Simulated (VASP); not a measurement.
# TiAl3 (Pmm2) in VASP: notebook

The runs below take TiAl3 through single point, with r2SCAN.

Everything below comes from runs of VASP 6.6.1. Logs are shortened: lines on timing, memory, paths and dates and some standing lists are left out, and cuts for length are marked.

### 1 The cell of the first run

It takes space group Pmm2 (No. 25, orthorhombic). Conventional cell: a = 2.840 Å, b = 4.681 Å, c = 4.901 Å, α = 90.00°, β = 90.00°, γ = 90.00°. Ti (site symmetry mm2) has 10 Al at 2.83 to 2.85 Å and 2 Ti at 2.84 Å within 3.7 Å. Within 3.7 Å of Al (site symmetry mm2) lie 4 Ti at 2.83 to 2.84 Å and 8 Al at 2.84 to 2.86 Å. Within 3.7 Å of Al (site symmetry mm2) lie 8 Al at 2.81 to 2.86 Å and 4 Ti at 2.85 Å. Al (site symmetry mm2) has 10 Al at 2.81 to 2.86 Å and 2 Ti at 2.85 Å within 3.7 Å.

### 2 Single point, r2SCAN

File POSCAR:

```
TiAl3
1.0
    2.8396770000      0.0000000000      0.0000000000
    0.0000000000      4.6812640000      0.0000000000
    0.0000000000      0.0000000000      4.9007420000
Ti Al
1 3
Direct
    0.0000000000      0.5000000000      0.1659160000
    0.5000000000      0.5000000000      0.6672710000
    0.5000000000      0.0000000000      0.3309120000
    0.0000000000      0.0000000000      0.8359000000
```

File INCAR.step1:

```
PREC     = Accurate       # precision mode
ENCUT    = 520            # plane-wave cutoff, eV
ISMEAR   = -1             # smearing method
SIGMA    = 0.02           # smearing width, eV
LREAL    = F              # projectors in reciprocal space
LASPH    = T              # aspherical terms in the spheres
NELM     = 60             # most SCF steps
NBANDS   = 18             # bands
GGA      = PE             # functional
ALGO     = Normal         # electronic algorithm
EDIFF    = 1E-4           # SCF threshold, eV
LWAVE    = T              # write WAVECAR
LCHARG   = F              # write CHGCAR
```

File INCAR.step2:

```
PREC     = Accurate       # precision mode
ENCUT    = 520            # plane-wave cutoff, eV
EDIFF    = 1E-6           # SCF threshold, eV
ISMEAR   = -1             # smearing method
SIGMA    = 0.02           # smearing width, eV
LREAL    = F              # projectors in reciprocal space
LASPH    = T              # aspherical terms in the spheres
NELM     = 60             # most SCF steps
ALGO     = Normal         # electronic algorithm
ISIF     = 2              # what is computed and relaxed
LWAVE    = F              # write WAVECAR
LCHARG   = F              # write CHGCAR
METAGGA  = R2SCAN         # meta-GGA
LMIXTAU  = T            
NBANDS   = 18             # bands
ISTART   = 1
```

File KPOINTS:

```
regular mesh
0
Gamma
  14 10 10
```

Potentials or basis: VASP PAW PBE potentials, release 64 (Ti_sv, Al).

Run with:

```console
cat potpaw_PBE.64/Ti_sv/POTCAR potpaw_PBE.64/Al/POTCAR > POTCAR
cp INCAR.step1 INCAR
mpirun -np 1 vasp_std > vasp.out
cp INCAR.step2 INCAR
mpirun -np 1 vasp_std > vasp.out
```

OUTCAR:

```text
PREC = Accurate
   ENCUT = 520
   EDIFF = 1E-6
   ISMEAR = -1
   LREAL = F
   LASPH = T
   NELM = 60
   ISIF = 2
   METAGGA = R2SCAN
   ISTART = 1

 ion  position               nearest neighbor table
   1  0.000  0.500  0.166-   2 2.83   2 2.83   2 2.84   2 2.84   4 2.85   4 2.85   3 2.85   3 2.85
                             3 2.85   3 2.85
   2  0.500  0.500  0.667-   1 2.83   1 2.83   1 2.84   1 2.84   4 2.86   4 2.86   4 2.86   4 2.86
                             3 2.86   3 2.86
   3  0.500  0.000  0.331-   4 2.81   4 2.81   4 2.85   4 2.85   1 2.85   1 2.85   1 2.85   1 2.85
                             2 2.86   2 2.86
   4  0.000  0.000  0.836-   3 2.81   3 2.81   1 2.85   1 2.85   3 2.85   3 2.85   2 2.86   2 2.86
                             2 2.86   2 2.86

  LATTYP: Found a simple orthorhombic cell.
 ALAT       =     2.8396770000
 B/A-ratio  =     1.6485198845
 C/A-ratio  =     1.7258096607

  Lattice vectors:

 A1 = (   2.8396770000,   0.0000000000,   0.0000000000)
 A2 = (   0.0000000000,   4.6812640000,   0.0000000000)
 A3 = (   0.0000000000,   0.0000000000,   4.9007420000)

Analysis of symmetry for initial positions (statically):
=====================================================================
 Subroutine PRICEL returns:
 Original cell was already a primitive cell.

 Routine SETGRP: Setting up the symmetry group for a
 simple orthorhombic supercell.

 Subroutine GETGRP returns: Found  4 space group operations
 (whereof  4 operations were pure point group operations)
 out of a pool of  8 trial point group operations.

The static configuration has the point symmetry C_2v.

Analysis of symmetry for dynamics (positions and initial velocities):
=====================================================================
 Subroutine PRICEL returns:
 Original cell was already a primitive cell.

 Routine SETGRP: Setting up the symmetry group for a
 simple orthorhombic supercell.

 Subroutine GETGRP returns: Found  4 space group operations
 (whereof  4 operations were pure point group operations)
 out of a pool of  8 trial point group operations.

The dynamic configuration has the point symmetry C_2v.

 Subroutine INISYM returns: Found  4 space group operations
 (whereof  4 operations are pure point group operations),
 and found     1 'primitive' translations

----------------------------------------------------------------------------------------

                                     Primitive cell

  volume of cell :      65.1469

  direct lattice vectors                    reciprocal lattice vectors
     2.839677000  0.000000000  0.000000000     0.352152727  0.000000000  0.000000000
     0.000000000  4.681264000  0.000000000     0.000000000  0.213617519  0.000000000
     0.000000000  0.000000000  4.900742000     0.000000000  0.000000000  0.204050734

  length of vectors
     2.839677000  4.681264000  4.900742000     0.352152727  0.213617519  0.204050734

  position of ions in fractional coordinates (direct lattice)
     0.000000000  0.500000000  0.165916000
     0.500000000  0.500000000  0.667271000
     0.500000000  0.000000000  0.330912000
     0.000000000  0.000000000  0.835900000

  ion indices of the primitive-cell ions
   primitive index   ion index
                 1           1
                 2           2
                 3           3
                 4           4

----------------------------------------------------------------------------------------

 KPOINTS: regular mesh

Automatic generation of k-mesh.
 Grid dimensions read from file:
 generate k-points for:   14   10   10

 Generating k-lattice:

  Cartesian coordinates                     Fractional coordinates (reciprocal lattice)
     0.025153766  0.000000000  0.000000000     0.071428571  0.000000000  0.000000000
     0.000000000  0.021361752  0.000000000     0.000000000  0.100000000  0.000000000
     0.000000000  0.000000000  0.020405073     0.000000000  0.000000000  0.100000000

  Length of vectors
     0.025153766  0.021361752  0.020405073

  Shift w.r.t. Gamma in fractional coordinates (k-lattice)
     0.000000000  0.000000000  0.000000000

 Subroutine IBZKPT returns following result:
 ===========================================

 Found    288 irreducible k-points:

 Following reciprocal coordinates:
            Coordinates               Weight
  0.000000  0.000000  0.000000      1.000000
  0.071429  0.000000  0.000000      2.000000
  0.142857  0.000000  0.000000      2.000000
  0.214286  0.000000  0.000000      2.000000
  0.285714  0.000000  0.000000      2.000000
  0.357143  0.000000  0.000000      2.000000
[... 16 lines left out ...]
  0.428571  0.200000  0.000000      4.000000
  0.500000  0.200000  0.000000      2.000000
 [... further k-points ...]
   k-points           NKPTS =    288   k-points in BZ     NKDIM =    288   number of bands    NBANDS=     18
   number of dos      NEDOS =    301   number of ions     NIONS =      4
   total plane-waves  NPLWV =  31104
   dimension x,y,z NGX =    24 NGY =   36 NGZ =   36
   dimension x,y,z NGXF=    48 NGYF=   72 NGZF=   72
   ions per type =               1   3
   NGX,Y,Z   is equivalent  to a cutoff of  14.05, 12.78, 12.21 a.u.
   NGXF,Y,Z  is equivalent  to a cutoff of  28.10, 25.57, 24.42 a.u.
 SYSTEM =  unknown system
   PREC   = accura    normal or accurate (medium, high low for compatibility)
   ISTART =      1    job   : 0-new  1-cont  2-samecut
   ICHARG =      0    charge: 1-file 2-atom 10-const
   ISPIN  =      1    spin polarized calculation?
   LNONCOLLINEAR =      F non collinear calculations
   LSORBIT =      F    spin-orbit coupling
   LASPH  =      T    aspherical Exc in radial PAW
   ENCUT  =  520.0 eV  38.22 Ry    6.18 a.u.   5.28  8.70  9.11*2*pi/ulx,y,z
   NELM   =     60;   NELMIN=  2; NELMDL=  0     # of ELM steps
   EDIFF  = 0.1E-05   stopping-criterion for ELM
   LREAL  =      F    real-space projection
   EDIFFG = 0.1E-04   stopping-criterion for IOM
   NSW    =      0    number of steps for IOM
   IBRION =     -1    ionic relax: 0-MD 1-quasi-New 2-CG
   NFREE  =      0    steps in history (QN), initial steepest desc. (CG)
   ISIF   =      2    stress and relaxation
   ISYM   =      2    0-nonsym 1-usesym 2-fastsym
   POTIM  = 0.5000    time-step for ionic-motion
   TEBEG  =    0.0;   TEEND  =   0.0 temperature during run
   PSTRESS=    0.0 pullay stress
   NELECT =      21.0000    total number of electrons
   NUPDOWN=      -1.0000    fix difference up-down
   EMIN   =  10.00;   EMAX   =-10.00  energy-range for DOS
   EFERMI =   0.00;   METHOD = LEGACY
   ISMEAR =    -1;   SIGMA  =   0.02  broadening in eV -4-tet -1-fermi 0-gaus
   EFERMI_NEDOS =   21; number of points for ismear=-14 and -15
   IALGO  =     38    algorithm
   IMIX   =      4    mixing-type and parameters
     AMIX     =   0.40;   BMIX     =  1.00
     AMIX_MAG =   1.60;   BMIX_MAG =  1.00
  volume/ion in A,a.u.               =      16.29       109.91
  Fermi-wavevector in a.u.,A,eV,Ry     =   1.122492  2.121202 17.143184  1.259988
  Thomas-Fermi vector in A             =   2.259152
   LORBIT       =      0    0 simple, 1 ext, 2 COOP (PROOUT), +10 PAW based schemes
   METAGGA = R2SCAN    functional components
   LHFCALC =     F    Hartree Fock is set to
   AEXX    =    0.0000 exact exchange contribution
   IVDW    =     0    specifies the selected vdW correction
   LEPSILON=     F    determine dielectric tensor
   LRPA    =     F    only Hartree local field effects (RPA)
 non-spin polarized calculation
  energy-cutoff  :      520.00
  volume of cell :       65.15
 maximum number of plane-waves:      1776
 NGX is ok and might be reduce to    24
   NGX = 11   NGY = 17   NGZ = 19

 number of electron      21.0000004 magnetization

 Free energy of the ion-electron system (eV)
  ---------------------------------------------------
  ext. energy  EPLUGINS =         0.00000000
  ---------------------------------------------------
  free energy    TOTEN  =       -34.19882237 eV

  energy without entropy =      -34.19573859  energy(sigma->0) =      -34.19728048

 E-fermi :   8.0695     XC(G=0): -11.3936

 val. band max:        8.0681405068   @ k =   0.5000   0.0000   0.4000
 cond. band min:       8.0703536419   @ k =   0.0000   0.5000   0.5000
 fundamental gap:      0.0022131351
 Fermi energy:         8.0695102427

 k-point     1 :       0.0000    0.0000    0.0000
  band No.  band energies     occupation
      1     -50.8180      2.00000
      2     -26.1125      2.00000
      3     -26.1013      2.00000
      4     -25.7096      2.00000
      5      -2.6945      2.00000
      6       2.7239      2.00000
[... 10 lines left out ...]
     17      14.3152      0.00000
     18      14.8674      0.00000

 k-point     2 :       0.0714    0.0000    0.0000
  band No.  band energies     occupation
      1     -50.8152      2.00000
      2     -26.1098      2.00000
      3     -26.0985      2.00000
      4     -25.7332      2.00000
      5      -2.5933      2.00000
      6       2.8144      2.00000
[... 10 lines left out ...]
     17      13.9207      0.00000
     18      14.3179      0.00000

 k-point     3 :       0.1429    0.0000    0.0000
  band No.  band energies     occupation
      1     -50.8073      2.00000
      2     -26.1021      2.00000
      3     -26.0907      2.00000
      4     -25.7990      2.00000
      5      -2.2909      2.00000
      6       3.0842      2.00000
[... 10 lines left out ...]
     17      12.6121      0.00000
     18      14.3203      0.00000

 k-point     4 :       0.2143    0.0000    0.0000
  band No.  band energies     occupation
      1     -50.7960      2.00000
      2     -26.0911      2.00000
      3     -26.0794      2.00000
      4     -25.8932      2.00000
      5      -1.7907      2.00000
      6       3.5266      2.00000
[... 10 lines left out ...]
     17      12.8195      0.00000
     18      14.2943      0.00000

 k-point     5 :       0.2857    0.0000    0.0000
  band No.  band energies     occupation
      1     -50.7833      2.00000
      2     -26.0788      2.00000
      3     -26.0669      2.00000
      4     -25.9965      2.00000
      5      -1.0979      2.00000
      6       4.1270      2.00000
[... 10 lines left out ...]
     17      13.0888      0.00000
     18      13.8061      0.00000

 k-point     6 :       0.3571    0.0000    0.0000
  band No.  band energies     occupation
      1     -50.7719      2.00000
      2     -26.0886      2.00000
      3     -26.0677      2.00000
      4     -26.0555      2.00000
      5      -0.2190      2.00000
      6       4.8414      2.00000
[... 307 lines left out ...]
 k-point    21 :       0.2857    0.2000    0.0000
  band No.  band energies     occupation
      1     -50.7833      2.00000
      2     -26.0798      2.00000
      3     -26.0668      2.00000
      4     -25.9964      2.00000
      5      -0.8335      2.00000
      6       3.1525      2.00000
[... 10 lines left out ...]
     17      12.3385      0.00000
     18      13.1757      0.00000

 k-point    22 :       0.3571    0.2000    0.0000
  band No.  band energies     occupation
      1     -50.7719      2.00000
      2     -26.0885      2.00000
      3     -26.0686      2.00000
      4     -26.0555      2.00000
      5       0.0361      2.00000
      6       3.8816      2.00000
[... 10 lines left out ...]
     17      12.1737      0.00000
     18      12.7439      0.00000

 k-point    23 :       0.4286    0.2000    0.0000
  band No.  band energies     occupation
      1     -50.7640      2.00000
      2     -26.1516      2.00000
      3     -26.0608      2.00000
      4     -26.0476      2.00000
      5       1.0802      2.00000
      6       3.6244      2.00000
[... 10 lines left out ...]
     17      12.2180      0.00000
     18      12.3574      0.00000

 k-point    24 :       0.5000    0.2000    0.0000
  band No.  band energies     occupation
      1     -50.7611      2.00000
      2     -26.1741      2.00000
      3     -26.0580      2.00000
      4     -26.0448      2.00000
      5       2.2091      2.00000
      6       2.3700      2.00000
[... 10 lines left out ...]
     17      12.2143      0.00000
     18      12.6857      0.00000

 [... further k-points ...]
[... 5 lines left out ...]
  --------------------------------------------------------------------------------------
  -------------------------------------------------------------------------------------
  Total       -1.5760468     -0.6603240     -0.5337456      0.0000000      0.0000000      0.0000000
  in kB      -38.7601790    -16.2395412    -13.1265608      0.0000000      0.0000000      0.0000000
  external PRESSURE =     -22.7087603 kB  Pullay stress =       0.0000000 kB

 VOLUME and BASIS-vectors are now :
 -----------------------------------------------------------------------------
  energy-cutoff  :      520.00
  volume of cell :       65.15
      direct lattice vectors                 reciprocal lattice vectors
     2.839677000  0.000000000  0.000000000     0.352152727  0.000000000  0.000000000
     0.000000000  4.681264000  0.000000000     0.000000000  0.213617519  0.000000000
     0.000000000  0.000000000  4.900742000     0.000000000  0.000000000  0.204050734

 POSITION                                       TOTAL-FORCE (eV/Angst)
 -----------------------------------------------------------------------------------
      0.00000      2.34063      0.81311         0.000000      0.000000     -0.016055
      1.41984      2.34063      3.27012         0.000000      0.000000     -0.020741
      1.41984      0.00000      1.62171         0.000000      0.000000      0.046124
      0.00000      0.00000      4.09653         0.000000      0.000000     -0.009328
 -----------------------------------------------------------------------------------
    total drift:                                0.000000      0.000000     -0.001252

  FREE ENERGIE OF THE ION-ELECTRON SYSTEM (eV)
  ---------------------------------------------------
  free  energy   TOTEN  =       -34.1988223670 eV

  energy  without entropy=      -34.1957385915  energy(sigma->0) =      -34.19728048
```

It took 12 min on 1 thread of Intel Xeon Platinum 8259CL at 2.50GHz (Skylake/Cascade Lake), shared host; peak memory 0.42 GiB.

What came out:

```yaml
Free_energy: -34.1988 eV
Pressure: -2.3 GPa
Largest_force: 0.046 eV/Å
```

Forces on the atoms (eV/Å):
```
Ti   0.000  0.000 -0.016
Al   0.000  0.000 -0.021
Al   0.000  0.000  0.046
Al   0.000  0.000 -0.009
```

Levels at points of the mesh, in eV from the Fermi level:
```csv
k point,band 7,band 8,band 9,band 10,band 11,band 12,band 13,band 14,band 15,band 16
"(0.00, 0.00, 0.00)",-4.11,-3.84,-2.78,-0.81,-0.41,2.58,2.63,2.85,2.88,3.30
"(0.50, 0.00, 0.00)",-2.26,-2.10,-1.84,0.42,0.65,0.71,1.37,1.63,2.50,2.80
"(0.00, 0.50, 0.00)",-3.76,-3.27,-2.20,-1.66,-0.14,2.47,2.59,2.89,3.30,4.97
"(0.50, 0.50, 0.00)",-3.96,-3.52,-1.74,-0.50,-0.27,0.87,1.16,1.39,3.48,3.99
"(0.00, 0.00, 0.50)",-3.68,-2.34,-2.18,-1.27,-0.31,2.44,2.46,2.65,3.40,4.38
"(0.50, 0.00, 0.50)",-4.09,-3.71,-1.36,-0.20,-0.06,0.63,1.21,2.13,3.43,3.84
"(0.00, 0.50, 0.50)",-7.48,-5.16,-0.19,0.00,0.85,2.50,2.50,3.91,5.35,5.55
"(0.50, 0.50, 0.50)",-3.66,-3.48,-3.06,-2.92,-1.00,-0.21,1.13,2.26,2.60,2.79
```

Caveat: the PAW data sets were made with another functional, which shifts forces and pressure a little.

(Continued in part 2 of 2.)
